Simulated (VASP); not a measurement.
# HgTe (Fm-3m) in VASP: single point with PBE

Aim: the single point of HgTe with PBE.

Program: VASP 6.6.1. These are calculated values, not measurements. Logs are shortened: lines on timing, memory, paths and dates and some standing lists are left out, and cuts for length are marked.

### Step 1. The cell of the first run

It takes space group Fm-3m (No. 225, cubic). Conventional cell: a = 6.154 Å, b = 6.154 Å, c = 6.154 Å, α = 90.00°, β = 90.00°, γ = 90.00°. Within 4.1 Å of Hg (site symmetry m-3m) lie 6 Te at 3.08 Å. Te (site symmetry m-3m) has 6 Hg at 3.08 Å within 4.1 Å.

### Step 2. Single point, PBE, collinear spin, zero start

The input, INCAR:

```
PREC     = Accurate       # precision mode
ENCUT    = 500            # plane-wave cutoff, eV
EDIFF    = 1E-6           # SCF threshold, eV
ISMEAR   = 1              # smearing method
SIGMA    = 0.048          # smearing width, eV
LREAL    = F              # projectors in reciprocal space
LASPH    = T              # aspherical terms in the spheres
NELM     = 200            # most SCF steps
ALGO     = Normal         # electronic algorithm
ISIF     = 2              # what is computed and relaxed
LWAVE    = F              # write WAVECAR
LCHARG   = F              # write CHGCAR
ISPIN    = 2              # spin polarisation
MAGMOM   = 0 0            # initial moments
LORBIT   = 11             # projections on sites
GGA      = PE             # functional
NBANDS   = 20             # bands
GGA_COMPAT= F
```

The input, KPOINTS:

```
Automatic mesh
0
Gamma
  4 4 4
```

The input, POSCAR:

```
HgTe
1.0
    0.0000000000      3.0771170000      3.0771170000
    3.0771170000      0.0000000000      3.0771170000
    3.0771170000      3.0771170000      0.0000000000
Hg Te
1 1
Direct
    0.0000000000      0.0000000000      0.0000000000
    0.5000000000      0.5000000000      0.5000000000
```

Potentials or basis: VASP PAW PBE potentials, release 64 (Hg, Te).

Started as:

```console
cat potpaw_PBE.64/Hg/POTCAR potpaw_PBE.64/Te/POTCAR > POTCAR
mpirun -np 1 vasp_std > vasp.out
```

OUTCAR:

```text
PREC = Accurate
   ENCUT = 500
   EDIFF = 1E-6
   ISMEAR = 1
   LREAL = F
   LASPH = T
   NELM = 200
   ISIF = 2
   ISPIN = 2
   LORBIT = 11
   GGA = PE

 ion  position               nearest neighbor table
   1  0.000  0.000  0.000-   2 3.08   2 3.08   2 3.08   2 3.08   2 3.08   2 3.08
   2  0.500  0.500  0.500-   1 3.08   1 3.08   1 3.08   1 3.08   1 3.08   1 3.08

  LATTYP: Found a face centered cubic cell.
 ALAT       =     6.1542340000

  Lattice vectors:

 A1 = (   0.0000000000,   3.0771170000,   3.0771170000)
 A2 = (   3.0771170000,   0.0000000000,   3.0771170000)
 A3 = (   3.0771170000,   3.0771170000,   0.0000000000)

Analysis of symmetry for initial positions (statically):
=====================================================================
 Subroutine PRICEL returns:
 Original cell was already a primitive cell.

 Routine SETGRP: Setting up the symmetry group for a
 face centered cubic supercell.

 Subroutine GETGRP returns: Found 48 space group operations
 (whereof 48 operations were pure point group operations)
 out of a pool of 48 trial point group operations.

The static configuration has the point symmetry O_h .

Analysis of symmetry for dynamics (positions and initial velocities):
=====================================================================
 Subroutine PRICEL returns:
 Original cell was already a primitive cell.

 Routine SETGRP: Setting up the symmetry group for a
 face centered cubic supercell.

 Subroutine GETGRP returns: Found 48 space group operations
 (whereof 48 operations were pure point group operations)
 out of a pool of 48 trial point group operations.

The dynamic configuration has the point symmetry O_h .

Analysis of structural, dynamic, and magnetic symmetry:
=====================================================================
 Subroutine PRICEL returns:
 Original cell was already a primitive cell.

 Routine SETGRP: Setting up the symmetry group for a
 face centered cubic supercell.

 Subroutine GETGRP returns: Found 48 space group operations
 (whereof 48 operations were pure point group operations)
 out of a pool of 48 trial point group operations.

The overall configuration has the point symmetry O_h .

 Subroutine INISYM returns: Found 48 space group operations
 (whereof 48 operations are pure point group operations),
 and found     1 'primitive' translations
[... 96 lines left out ...]
   IMIX   =      4    mixing-type and parameters
     AMIX     =   0.40;   BMIX     =  1.00
     AMIX_MAG =   1.60;   BMIX_MAG =  1.00
  volume/ion in A,a.u.               =      29.14       196.62
  Fermi-wavevector in a.u.,A,eV,Ry     =   1.106653  2.091272 16.662809  1.224682
  Thomas-Fermi vector in A             =   2.243157
   LORBIT       =     11    0 simple, 1 ext, 2 COOP (PROOUT), +10 PAW based schemes
   GGA     = PE    functional components
   LHFCALC =     F    Hartree Fock is set to
   AEXX    =    0.0000 exact exchange contribution
   IVDW    =     0    specifies the selected vdW correction
   LEPSILON=     F    determine dielectric tensor
   LRPA    =     F    only Hartree local field effects (RPA)
 spin polarized calculation
 Methfessel and Paxton  Order N= 1 SIGMA  =   0.05
  energy-cutoff  :      500.00
  volume of cell :       58.27
 maximum number of plane-waves:      1480
   NGX = 15   NGY = 15   NGZ = 15

 number of electron      17.9999999 magnetization      -0.0000001

 number of electron      17.9999999 magnetization       0.0038768

 Free energy of the ion-electron system (eV)
  ---------------------------------------------------
  ext. energy  EPLUGINS =         0.00000000
  ---------------------------------------------------
  free energy    TOTEN  =        -3.16227896 eV

  energy without entropy =       -3.16116926  energy(sigma->0) =       -3.16190906

 E-fermi :   4.4366     XC(G=0):  -9.7244

 val. band max:        4.4341070745   @ k =   0.5000   0.0000   0.0000
 cond. band min:       4.4366227423   @ k =   0.5000   0.0000   0.0000
 fundamental gap:      0.0025156678
 Fermi energy:         4.4365523184

 spin component 1

 k-point     1 :       0.0000    0.0000    0.0000
  band No.  band energies     occupation
      1      -7.6475      1.00000
      2      -2.5831      1.00000
      3      -2.5831      1.00000
      4      -2.5348      1.00000
      5      -2.5348      1.00000
      6      -2.5348      1.00000
[... 160 lines left out ...]
      6      -1.8865      1.00000
[... 12 lines left out ...]
     19      18.4113      0.00000
     20      18.4883      0.00000
 Fermi energy:         4.4365523184

 spin component 2

 k-point     1 :       0.0000    0.0000    0.0000
  band No.  band energies     occupation
      1      -7.6454      1.00000
      2      -2.5827      1.00000
      3      -2.5827      1.00000
      4      -2.5346      1.00000
      5      -2.5346      1.00000
      6      -2.5346      1.00000
[... 173 lines left out ...]
     19      18.4122      0.00000
     20      18.4897      0.00000

------------------------ aborting loop because EDIFF is reached ----------------------------------------

  FORCE on cell =-STRESS in cart. coord.  units (eV):
  Direction    XX          YY          ZZ          XY          YZ          ZX
  --------------------------------------------------------------------------------------
  -------------------------------------------------------------------------------------
  Total        0.4215672      0.4215672      0.4215672      0.0000000      0.0000000     -0.0000000
  in kB       11.5908524     11.5908524     11.5908524      0.0000000      0.0000000     -0.0000000
  external PRESSURE =      11.5908524 kB  Pullay stress =       0.0000000 kB

 VOLUME and BASIS-vectors are now :
 -----------------------------------------------------------------------------
  energy-cutoff  :      500.00
  volume of cell :       58.27
      direct lattice vectors                 reciprocal lattice vectors
     0.000000000  3.077117000  3.077117000    -0.162489759  0.162489759  0.162489759
     3.077117000  0.000000000  3.077117000     0.162489759 -0.162489759  0.162489759
     3.077117000  3.077117000  0.000000000     0.162489759  0.162489759 -0.162489759

 POSITION                                       TOTAL-FORCE (eV/Angst)
 -----------------------------------------------------------------------------------
      0.00000      0.00000      0.00000        -0.000000     -0.000000      0.000000
      3.07712      3.07712      3.07712         0.000000      0.000000     -0.000000
 -----------------------------------------------------------------------------------
    total drift:                                0.000000     -0.000000     -0.000000

  FREE ENERGIE OF THE ION-ELECTRON SYSTEM (eV)
  ---------------------------------------------------
  free  energy   TOTEN  =        -3.1622789592 eV

  energy  without entropy=       -3.1611692616  energy(sigma->0) =       -3.16190906

 total charge

# of ion       s       p       d       tot
------------------------------------------
    1        0.733   0.283   9.368  10.384
    2        1.390   1.929   0.025   3.344
--------------------------------------------------
tot          2.123   2.212   9.393  13.728

 magnetization (x)

# of ion       s       p       d       tot
------------------------------------------
    1       -0.000  -0.000   0.001   0.000
    2        0.000   0.003  -0.000   0.003
--------------------------------------------------
tot         -0.000   0.003   0.001   0.003
```

It took 19 s on 1 thread of AMD EPYC 7R43 (Zen 3), shared host; peak memory 0.17 GiB.

What came out:

```yaml
Free_energy: -3.1623 eV
Pressure: 1.2 GPa
Band_gap_on_the_k_mesh: zero (filled and empty bands overlap)
Net_moment: 0.00 μB per cell
Valence_electrons_inside_the_program's_atomic_spheres: Hg 10.38; Te 3.34
```

Levels at points of the mesh, in eV from the Fermi level:
Spin up:
```csv
k point,band 7,band 8,band 9,band 10,band 11,band 12
"(0.00, 0.00, 0.00)",-1.38,-0.90,-0.90,-0.90,7.31,7.31
"(0.50, 0.00, 0.00)",-5.76,0.00,0.00,2.36,3.23,3.66
"(0.50, 0.50, 0.00)",-4.36,-3.08,-2.42,-2.42,4.58,8.70
```
Spin down:
```csv
k point,band 7,band 8,band 9,band 10,band 11,band 12
"(0.00, 0.00, 0.00)",-1.38,-0.90,-0.90,-0.90,7.31,7.31
"(0.50, 0.00, 0.00)",-5.76,0.00,0.00,2.36,3.23,3.66
"(0.50, 0.50, 0.00)",-4.36,-3.08,-2.42,-2.42,4.58,8.70
```

Caveat: the k points lie up to 0.44 Å⁻¹ apart; spin-orbit coupling is left out, which moves the levels of the heavy elements.
